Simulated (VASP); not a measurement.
A run of VASP 6.6.1 is set up as follows.

INCAR

```
PREC = Accurate
ENCUT = 520
EDIFF = 1E-7
ISMEAR = -1
SIGMA = 0.02
LREAL = F
LASPH = T
NELM = 100
ALGO = Normal
ISIF = 2
LWAVE = F
LCHARG = T
GGA = PE
LELF = T
LVHAR = T
NBANDS = 11
```

Contents of KPOINTS:

```
Automatic mesh
0
Gamma
  10 10 10
```

POSCAR

```
SiC
1.0
    0.0000000000      2.1897788165      2.1897788165
    2.1897788165      0.0000000000      2.1897788165
    2.1897788165      2.1897788165      0.0000000000
Si C
1 1
Direct
    0.0000000000      0.0000000000      0.0000000000
    0.2500000000      0.2500000000      0.2500000000
```

Potentials or basis: VASP PAW PBE potentials, release 64 (Si, C).

Run with:

```console
$ cat potpaw_PBE.64/Si/POTCAR potpaw_PBE.64/C/POTCAR > POTCAR
$ mpirun -np 1 vasp_std > vasp.out
```

Q: Predict the band gap on the k mesh.

A: 1.37 eV, indirect (least direct gap 4.53 eV).

Q: Estimate the pressure.

A: 0.0 GPa.

A k mesh can miss the band edges.
